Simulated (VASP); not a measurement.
# BeS (Pnma) in VASP: notebook

The runs below take BeS through single point, with PBE.

All numbers are computed with VASP 6.6.1; they aren't measurements. Logs are shortened: lines on timing, memory, paths and dates and some standing lists are left out, and cuts for length are marked.

### 1 The cell of the first run

The structure is orthorhombic, space group Pnma (No. 62). The conventional cell has a = 5.425 Å, b = 3.314 Å, c = 5.570 Å, α = 90.00°, β = 90.00°, γ = 90.00°. Within 2.6 Å of Be (site symmetry m) lie 4 S at 1.94 Å. S (site symmetry m) has 4 Be at 1.94 Å within 2.6 Å.

The cell was generated, and may not be a known phase.

### 2 Single point, PBE

Contents of INCAR:

```
PREC = Accurate
ENCUT = 520
EDIFF = 1E-6
ISMEAR = 0
SIGMA = 0.1
LREAL = F
LASPH = T
NELM = 80
ALGO = Normal
ISIF = 2
LWAVE = F
LCHARG = F
GGA = PE
NBANDS = 26
```

Contents of KPOINTS:

```
regular mesh
0
Gamma
  4 6 4
```

Contents of POSCAR:

```
BeS
1.0
    5.4246342300      0.0000000000      0.0000000000
    0.0000000000      3.3137710700      0.0000000000
    0.0000000000      0.0000000000      5.5701026500
Be S
4 4
Direct
    0.8210678200      0.7500000000      0.4095370000
    0.6789321800      0.2500000000      0.9095370000
    0.3210678200      0.7500000000      0.0904630000
    0.1789321800      0.2500000000      0.5904630000
    0.8210678200      0.2500000000      0.5904630000
    0.6789321800      0.7500000000      0.0904630000
    0.3210678200      0.2500000000      0.9095370000
    0.1789321800      0.7500000000      0.4095370000
```

Potentials or basis: VASP PAW PBE potentials, release 64 (Be, S).

On the command line:

```bash
cat potpaw_PBE.64/Be/POTCAR potpaw_PBE.64/S/POTCAR > POTCAR
mpirun -np 1 vasp_std > vasp.out
```

OUTCAR:

```text
PREC = Accurate
   ENCUT = 520
   EDIFF = 1E-6
   ISMEAR = 0
   LREAL = F
   LASPH = T
   NELM = 80
   ISIF = 2
   GGA = PE

 ion  position               nearest neighbor table
   1  0.821  0.750  0.410-   6 1.94   5 1.94   5 1.94   8 1.94
   2  0.679  0.250  0.910-   5 1.94   6 1.94   6 1.94   7 1.94
   3  0.321  0.750  0.090-   8 1.94   7 1.94   7 1.94   6 1.94
   4  0.179  0.250  0.590-   7 1.94   8 1.94   8 1.94   5 1.94
   5  0.821  0.250  0.590-   2 1.94   1 1.94   1 1.94   4 1.94   8 2.74   8 2.74
   6  0.679  0.750  0.090-   1 1.94   2 1.94   2 1.94   3 1.94   7 2.74   7 2.74
   7  0.321  0.250  0.910-   4 1.94   3 1.94   3 1.94   2 1.94   6 2.74   6 2.74
   8  0.179  0.750  0.410-   3 1.94   4 1.94   4 1.94   1 1.94   5 2.74   5 2.74

  LATTYP: Found a simple orthorhombic cell.
 ALAT       =     3.3137710700
 B/A-ratio  =     1.6369972806
 C/A-ratio  =     1.6808954307

  Lattice vectors:

 A1 = (   0.0000000000,  -3.3137710700,   0.0000000000)
 A2 = (   5.4246342300,   0.0000000000,   0.0000000000)
 A3 = (   0.0000000000,   0.0000000000,   5.5701026500)

Analysis of symmetry for initial positions (statically):
=====================================================================
 Subroutine PRICEL returns:
 Original cell was already a primitive cell.

 Routine SETGRP: Setting up the symmetry group for a
 simple orthorhombic supercell.

 Subroutine GETGRP returns: Found  8 space group operations
 (whereof  2 operations were pure point group operations)
 out of a pool of  8 trial point group operations.

The static configuration has the point symmetry S_2 .
 The point group associated with its full space group is D_2h.

Analysis of symmetry for dynamics (positions and initial velocities):
=====================================================================
 Subroutine PRICEL returns:
 Original cell was already a primitive cell.

 Routine SETGRP: Setting up the symmetry group for a
 simple orthorhombic supercell.

 Subroutine GETGRP returns: Found  8 space group operations
 (whereof  2 operations were pure point group operations)
 out of a pool of  8 trial point group operations.

The dynamic configuration has the point symmetry S_2 .
 The point group associated with its full space group is D_2h.

 Subroutine INISYM returns: Found  8 space group operations
 (whereof  2 operations are pure point group operations),
 and found     1 'primitive' translations

----------------------------------------------------------------------------------------

                                     Primitive cell

  volume of cell :     100.1281

  direct lattice vectors                    reciprocal lattice vectors
     5.424634230  0.000000000  0.000000000     0.184344226  0.000000000  0.000000000
     0.000000000  3.313771070  0.000000000     0.000000000  0.301770997  0.000000000
     0.000000000  0.000000000  5.570102650     0.000000000  0.000000000  0.179529905

  length of vectors
     5.424634230  3.313771070  5.570102650     0.184344226  0.301770997  0.179529905

  position of ions in fractional coordinates (direct lattice)
     0.821067820  0.750000000  0.409537000
     0.678932180  0.250000000  0.909537000
     0.321067820  0.750000000  0.090463000
     0.178932180  0.250000000  0.590463000
     0.821067820  0.250000000  0.590463000
     0.678932180  0.750000000  0.090463000
     0.321067820  0.250000000  0.909537000
     0.178932180  0.750000000  0.409537000

  ion indices of the primitive-cell ions
   primitive index   ion index
                 1           1
                 2           2
                 3           3
                 4           4
                 5           5
                 6           6
                 7           7
                 8           8

----------------------------------------------------------------------------------------

 KPOINTS: regular mesh

Automatic generation of k-mesh.
 Grid dimensions read from file:
 generate k-points for:    4    6    4

 Generating k-lattice:

  Cartesian coordinates                     Fractional coordinates (reciprocal lattice)
     0.046086057  0.000000000  0.000000000     0.250000000  0.000000000  0.000000000
     0.000000000  0.050295166  0.000000000     0.000000000  0.166666667  0.000000000
     0.000000000  0.000000000  0.044882476     0.000000000  0.000000000  0.250000000

  Length of vectors
     0.046086057  0.050295166  0.044882476

  Shift w.r.t. Gamma in fractional coordinates (k-lattice)
     0.000000000  0.000000000  0.000000000

 Subroutine IBZKPT returns following result:
 ===========================================

 Found     36 irreducible k-points:

 Following reciprocal coordinates:
            Coordinates               Weight
  0.000000  0.000000  0.000000      1.000000
  0.250000  0.000000  0.000000      2.000000
  0.500000  0.000000  0.000000      1.000000
  0.000000  0.166667  0.000000      2.000000
  0.250000  0.166667  0.000000      4.000000
  0.500000  0.166667  0.000000      2.000000
[... 16 lines left out ...]
  0.250000  0.500000  0.250000      4.000000
  0.500000  0.500000  0.250000      2.000000
 [... further k-points ...]
   k-points           NKPTS =     36   k-points in BZ     NKDIM =     36   number of bands    NBANDS=     26
   number of dos      NEDOS =    301   number of ions     NIONS =      8
   total plane-waves  NPLWV =  47040
   dimension x,y,z NGX =    40 NGY =   28 NGZ =   42
   dimension x,y,z NGXF=    80 NGYF=   56 NGZF=   84
   ions per type =               4   4
   NGX,Y,Z   is equivalent  to a cutoff of  12.26, 14.05, 12.54 a.u.
   NGXF,Y,Z  is equivalent  to a cutoff of  24.52, 28.09, 25.07 a.u.
 SYSTEM =  unknown system
   PREC   = accura    normal or accurate (medium, high low for compatibility)
   ISTART =      0    job   : 0-new  1-cont  2-samecut
   ICHARG =      2    charge: 1-file 2-atom 10-const
   ISPIN  =      1    spin polarized calculation?
   LNONCOLLINEAR =      F non collinear calculations
   LSORBIT =      F    spin-orbit coupling
   LASPH  =      T    aspherical Exc in radial PAW
   ENCUT  =  520.0 eV  38.22 Ry    6.18 a.u.  10.09  6.16 10.36*2*pi/ulx,y,z
   NELM   =     80;   NELMIN=  2; NELMDL= -5     # of ELM steps
   EDIFF  = 0.1E-05   stopping-criterion for ELM
   LREAL  =      F    real-space projection
   EDIFFG = 0.1E-04   stopping-criterion for IOM
   NSW    =      0    number of steps for IOM
   IBRION =     -1    ionic relax: 0-MD 1-quasi-New 2-CG
   NFREE  =      0    steps in history (QN), initial steepest desc. (CG)
   ISIF   =      2    stress and relaxation
   ISYM   =      2    0-nonsym 1-usesym 2-fastsym
   POTIM  = 0.5000    time-step for ionic-motion
   TEBEG  =    0.0;   TEEND  =   0.0 temperature during run
   PSTRESS=    0.0 pullay stress
   NELECT =      32.0000    total number of electrons
   NUPDOWN=      -1.0000    fix difference up-down
   EMIN   =  10.00;   EMAX   =-10.00  energy-range for DOS
   EFERMI =   0.00;   METHOD = LEGACY
   ISMEAR =     0;   SIGMA  =   0.10  broadening in eV -4-tet -1-fermi 0-gaus
   EFERMI_NEDOS =   21; number of points for ismear=-14 and -15
   IALGO  =     38    algorithm
   IMIX   =      4    mixing-type and parameters
     AMIX     =   0.40;   BMIX     =  1.00
     AMIX_MAG =   1.60;   BMIX_MAG =  1.00
  volume/ion in A,a.u.               =      12.52        84.46
  Fermi-wavevector in a.u.,A,eV,Ry     =   1.119282  2.115136 17.045266  1.252792
  Thomas-Fermi vector in A             =   2.255920
   LORBIT       =      0    0 simple, 1 ext, 2 COOP (PROOUT), +10 PAW based schemes
   GGA     = PE    functional components
   LHFCALC =     F    Hartree Fock is set to
   AEXX    =    0.0000 exact exchange contribution
   IVDW    =     0    specifies the selected vdW correction
   LEPSILON=     F    determine dielectric tensor
   LRPA    =     F    only Hartree local field effects (RPA)
 non-spin polarized calculation
 Gauss-broadening in eV      SIGMA  =   0.10
  energy-cutoff  :      520.00
  volume of cell :      100.13
 maximum number of plane-waves:      2716
   NGX = 21   NGY = 13   NGZ = 21

 number of electron      31.9999997 magnetization

 Free energy of the ion-electron system (eV)
  ---------------------------------------------------
  ext. energy  EPLUGINS =         0.00000000
  ---------------------------------------------------
  free energy    TOTEN  =       -35.68951269 eV

  energy without entropy =      -35.68951269  energy(sigma->0) =      -35.68951269

 E-fermi :   6.3820     XC(G=0): -10.0796

 val. band max:        5.9550710142   @ k =   0.0000   0.1667   0.0000
 cond. band min:       9.0333598700   @ k =   0.0000   0.0000   0.5000
 fundamental gap:      3.0782888557
 Fermi energy:         6.3819533870

 k-point     1 :       0.0000    0.0000    0.0000
  band No.  band energies     occupation
      1      -9.7359      2.00000
      2      -8.3714      2.00000
      3      -6.7364      2.00000
      4      -6.3590      2.00000
      5      -0.5509      2.00000
      6      -0.2271      2.00000
[... 18 lines left out ...]
     25      12.9881      0.00000
     26      14.2513      0.00000

 k-point     2 :       0.2500    0.0000    0.0000
  band No.  band energies     occupation
      1      -9.5713      2.00000
      2      -8.6134      2.00000
      3      -6.6933      2.00000
      4      -6.4109      2.00000
      5      -0.7644      2.00000
      6      -0.4687      2.00000
[... 18 lines left out ...]
     25      12.8249      0.00000
     26      13.5080      0.00000

 k-point     3 :       0.5000    0.0000    0.0000
  band No.  band energies     occupation
      1      -9.1312      2.00000
      2      -9.1312      2.00000
      3      -6.5531      2.00000
      4      -6.5531      2.00000
      5      -0.8624      2.00000
      6      -0.8624      2.00000
[... 572 lines left out ...]
 k-point    23 :       0.2500    0.5000    0.2500
  band No.  band energies     occupation
      1      -7.5791      2.00000
      2      -7.5791      2.00000
      3      -7.0715      2.00000
      4      -7.0715      2.00000
      5      -0.9239      2.00000
      6      -0.9239      2.00000
[... 18 lines left out ...]
     25      14.1106      0.00000
     26      14.1106      0.00000

 k-point    24 :       0.5000    0.5000    0.2500
  band No.  band energies     occupation
      1      -7.3301      2.00000
      2      -7.3301      2.00000
      3      -7.3301      2.00000
      4      -7.3301      2.00000
      5      -0.7882      2.00000
      6      -0.7882      2.00000
[... 18 lines left out ...]
     25      14.3628      0.00000
     26      14.3628      0.00000

 [... further k-points ...]
[... 5 lines left out ...]
  --------------------------------------------------------------------------------------
  -------------------------------------------------------------------------------------
  Total       25.7603714     22.4603543     18.8028862     -0.0000000      0.0000000      0.0000000
  in kB      412.1986273    359.3941665    300.8700370     -0.0000000      0.0000000      0.0000000
  external PRESSURE =     357.4876102 kB  Pullay stress =       0.0000000 kB

 VOLUME and BASIS-vectors are now :
 -----------------------------------------------------------------------------
  energy-cutoff  :      520.00
  volume of cell :      100.13
      direct lattice vectors                 reciprocal lattice vectors
     5.424634230  0.000000000  0.000000000     0.184344226  0.000000000  0.000000000
     0.000000000  3.313771070  0.000000000     0.000000000  0.301770997  0.000000000
     0.000000000  0.000000000  5.570102650     0.000000000  0.000000000  0.179529905

 POSITION                                       TOTAL-FORCE (eV/Angst)
 -----------------------------------------------------------------------------------
      4.45399      2.48533      2.28116        -0.479215     -0.000000     -0.369832
      3.68296      0.82844      5.06621         0.479215     -0.000000     -0.369832
      1.74168      2.48533      0.50389        -0.479215     -0.000000      0.369832
      0.97064      0.82844      3.28894         0.479215     -0.000000      0.369832
      4.45399      0.82844      3.28894        -3.133716     -0.000000      1.413848
      3.68296      2.48533      0.50389         3.133716      0.000000      1.413848
      1.74168      0.82844      5.06621        -3.133716     -0.000000     -1.413848
      0.97064      2.48533      2.28116         3.133716      0.000000     -1.413848
 -----------------------------------------------------------------------------------
    total drift:                               -0.000000      0.000000      0.000000

  FREE ENERGIE OF THE ION-ELECTRON SYSTEM (eV)
  ---------------------------------------------------
  free  energy   TOTEN  =       -35.6895126900 eV

  energy  without entropy=      -35.6895126900  energy(sigma->0) =      -35.68951269
```

It took 35 s on 1 thread of AMD EPYC 9R45 (Zen 5), shared host; peak memory 0.21 GiB.

What came out:

```yaml
Free_energy: -35.6895 eV
Pressure: 35.7 GPa
Largest_force: 3.438 eV/Å
Band_gap_on_the_k_mesh: 3.08 eV (least direct gap 3.47 eV)
```

Forces in eV/Å, atoms in the order of the input:
```
Be  -0.479  0.000 -0.370
Be   0.479  0.000 -0.370
Be  -0.479  0.000  0.370
Be   0.479  0.000  0.370
S   -3.134  0.000  1.414
S    3.134  0.000  1.414
S   -3.134  0.000 -1.414
S    3.134  0.000 -1.414
```

Levels at points of the mesh, in eV from the valence-band top:
| k point | band 14 | band 15 | band 16 | band 17 | band 18 | band 19 |
| --- | --- | --- | --- | --- | --- | --- |
| (0.00, 0.00, 0.00) | -0.68 | -0.46 | -0.22 | 3.26 | 3.64 | 4.65 |
| (0.50, 0.00, 0.00) | -1.47 | -1.12 | -1.12 | 3.27 | 3.27 | 4.38 |
| (0.00, 0.50, 0.00) | -3.23 | -2.25 | -2.25 | 3.42 | 3.42 | 6.47 |
| (0.50, 0.50, 0.00) | -1.88 | -1.88 | -1.88 | 4.66 | 4.66 | 4.66 |
| (0.00, 0.00, 0.50) | -1.33 | -1.28 | -1.28 | 3.08 | 3.08 | 6.08 |
| (0.50, 0.00, 0.50) | -1.52 | -0.94 | -0.94 | 3.15 | 3.15 | 4.39 |
| (0.00, 0.50, 0.50) | -1.80 | -1.33 | -1.33 | 3.82 | 3.82 | 5.47 |
| (0.50, 0.50, 0.50) | -2.26 | -2.26 | -2.26 | 4.57 | 4.57 | 4.57 |

Caveat: the stress differs along the axes, from 30 to 41 GPa; forces of over 1 eV/Å act on the atoms, so gaps and moduli don't describe the material at rest.

(Part 1 of 2 ends here.)
